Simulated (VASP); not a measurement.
# Pt (R-3m) in VASP: notebook, part 2 of 2

VASP 6.6.1. Earlier steps stand in the parts before.

## 3. Electric field gradients, PBE (equal xy, yz and zx shear strains of -1.5 %)

Contents of INCAR:

```
PREC     = Accurate       # precision mode
ENCUT    = 520            # plane-wave cutoff, eV
EDIFF    = 1E-8           # SCF threshold, eV
ISMEAR   = -1             # smearing method
SIGMA    = 0.03           # smearing width, eV
LREAL    = False          # projectors in reciprocal space
LASPH    = True           # aspherical terms in the spheres
NELM     = 60             # most SCF steps
ALGO     = Normal         # electronic algorithm
ISIF     = 2              # what is computed and relaxed
LWAVE    = False          # write WAVECAR
LCHARG   = False          # write CHGCAR
GGA      = PE             # functional
LEFG     = True         
NBANDS   = 11             # bands
```

Contents of KPOINTS:

```
regular mesh
0
Gamma
  18 18 18
```

Contents of POSCAR:

```
Pt
1.0
   -0.0293685000      1.9432157500      1.9432157500
    1.9432157500     -0.0293685000      1.9432157500
    1.9432157500      1.9432157500     -0.0293685000
Pt
1
Direct
    0.0000000000      0.0000000000      0.0000000000
```

Potentials or basis: VASP PAW PBE potentials, release 64 (Pt).

The run is started by

```sh
$ cat potpaw_PBE.64/Pt/POTCAR > POTCAR
$ mpirun -np 1 vasp_std > vasp.out
```

OUTCAR:

```text
PREC = Accurate
   ENCUT = 520
   EDIFF = 1E-8
   ISMEAR = -1
   LREAL = False
   LASPH = True
   NELM = 60
   ISIF = 2
   GGA = PE

 ion  position               nearest neighbor table
   1  0.000  0.000  0.000-

  LATTYP: Found a trigonal (rhomboedric) cell.
 ALAT       =     2.7482789907
 COS(alpha) =     0.4848312789

  Lattice vectors:

 A1 = (  -0.0293685000,   1.9432157500,   1.9432157500)
 A2 = (   1.9432157500,  -0.0293685000,   1.9432157500)
 A3 = (   1.9432157500,   1.9432157500,  -0.0293685000)

Analysis of symmetry for initial positions (statically):
=====================================================================
 Subroutine PRICEL returns:
 Original cell was already a primitive cell.

 Routine SETGRP: Setting up the symmetry group for a
 trigonal (rhombohedral) supercell.

 Subroutine GETGRP returns: Found 12 space group operations
 (whereof 12 operations were pure point group operations)
 out of a pool of 12 trial point group operations.

The static configuration has the point symmetry D_3d.

Analysis of symmetry for dynamics (positions and initial velocities):
=====================================================================
 Subroutine PRICEL returns:
 Original cell was already a primitive cell.

 Routine SETGRP: Setting up the symmetry group for a
 trigonal (rhombohedral) supercell.

 Subroutine GETGRP returns: Found 12 space group operations
 (whereof 12 operations were pure point group operations)
 out of a pool of 12 trial point group operations.

The dynamic configuration has the point symmetry D_3d.

 Subroutine INISYM returns: Found 12 space group operations
 (whereof 12 operations are pure point group operations),
 and found     1 'primitive' translations

----------------------------------------------------------------------------------------

                                     Primitive cell

  volume of cell :      15.0082

  direct lattice vectors                    reciprocal lattice vectors
    -0.029368500  1.943215750  1.943215750    -0.251544588  0.255404608  0.255404608
     1.943215750 -0.029368500  1.943215750     0.255404608 -0.251544588  0.255404608
     1.943215750  1.943215750 -0.029368500     0.255404608  0.255404608 -0.251544588

  length of vectors
     2.748278991  2.748278991  2.748278991     0.440156458  0.440156458  0.440156458

  position of ions in fractional coordinates (direct lattice)
     0.000000000  0.000000000  0.000000000

  ion indices of the primitive-cell ions
   primitive index   ion index
                 1           1

----------------------------------------------------------------------------------------

 KPOINTS: regular mesh

Automatic generation of k-mesh.
 Grid dimensions read from file:
 generate k-points for:   18   18   18

 Generating k-lattice:

  Cartesian coordinates                     Fractional coordinates (reciprocal lattice)
    -0.013974699  0.014189145  0.014189145     0.055555556 -0.000000000 -0.000000000
[... 71 lines left out ...]
   NUPDOWN=      -1.0000    fix difference up-down
   EMIN   =  10.00;   EMAX   =-10.00  energy-range for DOS
   EFERMI =   0.00;   METHOD = LEGACY
   ISMEAR =    -1;   SIGMA  =   0.03  broadening in eV -4-tet -1-fermi 0-gaus
   EFERMI_NEDOS =   21; number of points for ismear=-14 and -15
   IALGO  =     38    algorithm
   IMIX   =      4    mixing-type and parameters
     AMIX     =   0.40;   BMIX     =  1.00
     AMIX_MAG =   1.60;   BMIX_MAG =  1.00
  volume/ion in A,a.u.               =      15.01       101.28
  Fermi-wavevector in a.u.,A,eV,Ry     =   1.429878  2.702077 27.817793  2.044550
  Thomas-Fermi vector in A             =   2.549784
   LORBIT       =      0    0 simple, 1 ext, 2 COOP (PROOUT), +10 PAW based schemes
   GGA     = PE    functional components
   LHFCALC =     F    Hartree Fock is set to
   AEXX    =    0.0000 exact exchange contribution
   IVDW    =     0    specifies the selected vdW correction
   LEPSILON=     F    determine dielectric tensor
   LRPA    =     F    only Hartree local field effects (RPA)
 non-spin polarized calculation
  energy-cutoff  :      520.00
  volume of cell :       15.01
 maximum number of plane-waves:       416
   NGX = 11   NGY = 11   NGZ = 11

 number of electron      10.0000001 magnetization

 Free energy of the ion-electron system (eV)
  ---------------------------------------------------
  ext. energy  EPLUGINS =         0.00000000
  ---------------------------------------------------
  free energy    TOTEN  =        -6.07500979 eV

  energy without entropy =       -6.06868925  energy(sigma->0) =       -6.07184952

 E-fermi :  11.3605     XC(G=0): -13.5195

 val. band max:       11.3600197779   @ k =  -0.3333   0.3889   0.1111
 cond. band min:      11.3620189119   @ k =  -0.1667  -0.4444   0.0556
 fundamental gap:      0.0019991340
 Fermi energy:        11.3605272988

 k-point     1 :       0.0000    0.0000    0.0000
  band No.  band energies     occupation
      1       1.0871      2.00000
      2       7.4381      2.00000
      3       7.4381      2.00000
      4       7.7231      2.00000
      5       9.7216      2.00000
      6       9.7216      2.00000
      7      25.9760      0.00000
      8      30.7391      0.00000
      9      30.7391      0.00000
     10      31.4833      0.00000
     11      36.3442      0.00000
[... 309 lines left out ...]
 k-point    24 :      -0.2222    0.0556   -0.0000
  band No.  band energies     occupation
      1       3.1063      2.00000
      2       7.0167      2.00000
      3       7.7714      2.00000
      4       8.1377      2.00000
      5       9.5682      2.00000
      6      10.2289      2.00000
      7      24.9479      0.00000
      8      27.8457      0.00000
      9      32.4458      0.00000
     10      33.8448      0.00000
     11      35.3081      0.00000

 [... further k-points ...]

------------------------ aborting loop because EDIFF is reached ----------------------------------------

  FORCE on cell =-STRESS in cart. coord.  units (eV):
  Direction    XX          YY          ZZ          XY          YZ          ZX
  --------------------------------------------------------------------------------------
  -------------------------------------------------------------------------------------
  Total        1.0383174      1.0383174      1.0383174      0.1108324      0.1108324      0.1108324
  in kB      110.8441727    110.8441727    110.8441727     11.8317608     11.8317608     11.8317608
  external PRESSURE =     110.8441727 kB  Pullay stress =       0.0000000 kB

 VOLUME and BASIS-vectors are now :
 -----------------------------------------------------------------------------
  energy-cutoff  :      520.00
  volume of cell :       15.01
      direct lattice vectors                 reciprocal lattice vectors
    -0.029368500  1.943215750  1.943215750    -0.251544588  0.255404608  0.255404608
     1.943215750 -0.029368500  1.943215750     0.255404608 -0.251544588  0.255404608
     1.943215750  1.943215750 -0.029368500     0.255404608  0.255404608 -0.251544588

 POSITION                                       TOTAL-FORCE (eV/Angst)
 -----------------------------------------------------------------------------------
      0.00000      0.00000      0.00000         0.000000     -0.000000      0.000000
 -----------------------------------------------------------------------------------
    total drift:                               -0.000000     -0.000000     -0.000000

  FREE ENERGIE OF THE ION-ELECTRON SYSTEM (eV)
  ---------------------------------------------------
  free  energy   TOTEN  =        -6.0750097898 eV

  energy  without entropy=       -6.0686892486  energy(sigma->0) =       -6.07184952

 Electric field gradients (V/A^2)
---------------------------------------------------------------------
 ion       V_xx      V_yy      V_zz      V_xy      V_xz      V_yz
---------------------------------------------------------------------
   1      -0.000    -0.000    -0.000    -2.082    -2.082    -2.082
---------------------------------------------------------------------

 Electric field gradients after diagonalization (V/A^2)
 (convention: |V_zz| > |V_xx| > |V_yy|)
----------------------------------------------------------------------
 ion       V_xx      V_yy      V_zz     asymmetry (V_yy - V_xx)/ V_zz
----------------------------------------------------------------------
   1       2.082     2.082    -4.164       0.000
----------------------------------------------------------------------

           NMR quadrupolar parameters

 Cq : quadrupolar parameter    Cq=e*Q*V_zz/h
 eta: asymmetry parameters     (V_yy - V_xx)/ V_zz
 Q  : nuclear electric quadrupole moment in mb (millibarn)
----------------------------------------------------------------------
 ion       Cq(MHz)       eta       Q (mb)
----------------------------------------------------------------------
   1      -0.010       0.000       1.000
----------------------------------------------------------------------
```

Wall time 42 s (1 thread of AMD EPYC 9R45 (Zen 5), shared host); peak memory 0.17 GiB.

Results:

```
Free energy            : -6.0750 eV
Pressure               : 11.1 GPa
Band gap on the k mesh : zero (band 5 reaches 11.88 eV, above the bottom of band 6 at 9.53 eV)
```

Electric field gradients, principal values (V/Å²):
```csv
atom,least,middle,greatest (by size)
1 Pt,2.082,2.082,-4.164
```

Caveat: the cell differs from its parent crystal (equal xy, yz and zx shear strains of -1.5 %); without QUAD_EFG the Cq values of the log hold for a quadrupole moment of 1 mb, not for the nuclei; spin-orbit coupling is left out, which moves the levels of the heavy elements.

## 4. Electric field gradients, PBE (equal xy, yz and zx shear strains of -1 %)

Contents of INCAR:

```
PREC = Accurate ; ENCUT = 520
EDIFF = 1E-8 ; ISMEAR = -1
SIGMA = 0.03 ; LREAL = F
LASPH = T ; NELM = 100
ALGO = Normal ; ISIF = 2
LWAVE = F ; LCHARG = F
GGA = PE ; LEFG = T
NBANDS = 11
```

Contents of KPOINTS:

```
Automatic mesh
0
Gamma
  18 18 18
```

Contents of POSCAR:

```
Pt
1.0
   -0.0195790000      1.9481105000      1.9481105000
    1.9481105000     -0.0195790000      1.9481105000
    1.9481105000      1.9481105000     -0.0195790000
Pt
1
Direct
    0.0000000000      0.0000000000      0.0000000000
```

Potentials or basis: VASP PAW PBE potentials, release 64 (Pt).

The run is started by

```sh
$ cat potpaw_PBE.64/Pt/POTCAR > POTCAR
$ mpirun -np 1 vasp_std > vasp.out
```

OUTCAR:

```text
PREC = Accurate
   ENCUT = 520
   EDIFF = 1E-8
   ISMEAR = -1
   LREAL = F
   LASPH = T
   NELM = 100
   ISIF = 2
   GGA = PE

 ion  position               nearest neighbor table
   1  0.000  0.000  0.000-

  LATTYP: Found a trigonal (rhomboedric) cell.
 ALAT       =     2.7551138593
 COS(alpha) =     0.4899250057

  Lattice vectors:

 A1 = (  -0.0195790000,   1.9481105000,   1.9481105000)
 A2 = (   1.9481105000,  -0.0195790000,   1.9481105000)
 A3 = (   1.9481105000,   1.9481105000,  -0.0195790000)

Analysis of symmetry for initial positions (statically):
=====================================================================
 Subroutine PRICEL returns:
 Original cell was already a primitive cell.

 Routine SETGRP: Setting up the symmetry group for a
 trigonal (rhombohedral) supercell.

 Subroutine GETGRP returns: Found 12 space group operations
 (whereof 12 operations were pure point group operations)
 out of a pool of 12 trial point group operations.

The static configuration has the point symmetry D_3d.

Analysis of symmetry for dynamics (positions and initial velocities):
=====================================================================
 Subroutine PRICEL returns:
 Original cell was already a primitive cell.

 Routine SETGRP: Setting up the symmetry group for a
 trigonal (rhombohedral) supercell.

 Subroutine GETGRP returns: Found 12 space group operations
 (whereof 12 operations were pure point group operations)
 out of a pool of 12 trial point group operations.

The dynamic configuration has the point symmetry D_3d.

[... 157 lines left out ...]
      6       9.7145      2.00000
      7      25.9791      0.00000
      8      30.8156      0.00000
      9      30.8156      0.00000
     10      31.3097      0.00000
     11      36.3399      0.00000
[... 309 lines left out ...]
 k-point    24 :      -0.2222    0.0556    0.0000
  band No.  band energies     occupation
      1       3.1167      2.00000
      2       7.0260      2.00000
      3       7.8275      2.00000
      4       8.0866      2.00000
      5       9.5489      2.00000
      6      10.2183      2.00000
      7      24.9891      0.00000
      8      27.8670      0.00000
      9      32.4583      0.00000
     10      33.8549      0.00000
     11      35.2369      0.00000

 [... further k-points ...]

------------------------ aborting loop because EDIFF is reached ----------------------------------------

  FORCE on cell =-STRESS in cart. coord.  units (eV):
  Direction    XX          YY          ZZ          XY          YZ          ZX
  --------------------------------------------------------------------------------------
  -------------------------------------------------------------------------------------
  Total        1.0275267      1.0275267      1.0275267      0.0732689      0.0732689      0.0732689
  in kB      109.6818729    109.6818729    109.6818729      7.8209857      7.8209857      7.8209857
  external PRESSURE =     109.6818729 kB  Pullay stress =       0.0000000 kB

 VOLUME and BASIS-vectors are now :
 -----------------------------------------------------------------------------
  energy-cutoff  :      520.00
  volume of cell :       15.01
      direct lattice vectors                 reciprocal lattice vectors
    -0.019579000  1.948110500  1.948110500    -0.252821773  0.255388491  0.255388491
     1.948110500 -0.019579000  1.948110500     0.255388491 -0.252821773  0.255388491
     1.948110500  1.948110500 -0.019579000     0.255388491  0.255388491 -0.252821773

 POSITION                                       TOTAL-FORCE (eV/Angst)
 -----------------------------------------------------------------------------------
      0.00000      0.00000      0.00000         0.000000      0.000000     -0.000000
 -----------------------------------------------------------------------------------
    total drift:                               -0.000000     -0.000000     -0.000000

  FREE ENERGIE OF THE ION-ELECTRON SYSTEM (eV)
  ---------------------------------------------------
  free  energy   TOTEN  =        -6.0764839950 eV

  energy  without entropy=       -6.0701118683  energy(sigma->0) =       -6.07329793

 Electric field gradients (V/A^2)
---------------------------------------------------------------------
 ion       V_xx      V_yy      V_zz      V_xy      V_xz      V_yz
---------------------------------------------------------------------
   1      -0.000    -0.000    -0.000    -1.249    -1.249    -1.249
---------------------------------------------------------------------

 Electric field gradients after diagonalization (V/A^2)
 (convention: |V_zz| > |V_xx| > |V_yy|)
----------------------------------------------------------------------
 ion       V_xx      V_yy      V_zz     asymmetry (V_yy - V_xx)/ V_zz
----------------------------------------------------------------------
   1       1.249     1.249    -2.499       0.000
----------------------------------------------------------------------

           NMR quadrupolar parameters

 Cq : quadrupolar parameter    Cq=e*Q*V_zz/h
 eta: asymmetry parameters     (V_yy - V_xx)/ V_zz
 Q  : nuclear electric quadrupole moment in mb (millibarn)
----------------------------------------------------------------------
 ion       Cq(MHz)       eta       Q (mb)
----------------------------------------------------------------------
   1      -0.006       0.000       1.000
----------------------------------------------------------------------
```

stdout:

```text
POSCAR found type information on POSCAR Pt
 POSCAR found :  1 types and       1 ions
 scaLAPACK will be used
 LDA part: xc-table for (Slater+PW92), standard interpolation
 POSCAR, INCAR and KPOINTS ok, starting setup
 FFT: planning ... GRIDC
 FFT: planning ... GRID_SOFT
 FFT: planning ... GRID
 WAVECAR not read
 entering main loop
ion   1
```

Run time: 48 s. Hardware: 1 thread of AMD EPYC 9R45 (Zen 5), shared host; peak memory 0.17 GiB.

Results:

```
Free energy            : -6.0765 eV
Pressure               : 11.0 GPa
Band gap on the k mesh : zero (band 5 reaches 11.87 eV, above the bottom of band 6 at 9.55 eV)
```

Electric field gradients, principal values (V/Å²):
```tsv
atom	least	middle	greatest (by size)
1 Pt	1.249	1.249	-2.499
```

Caveat: the cell differs from its parent crystal (equal xy, yz and zx shear strains of -1 %); without QUAD_EFG the Cq values of the log hold for a quadrupole moment of 1 mb, not for the nuclei; spin-orbit coupling is left out, which moves the levels of the heavy elements.
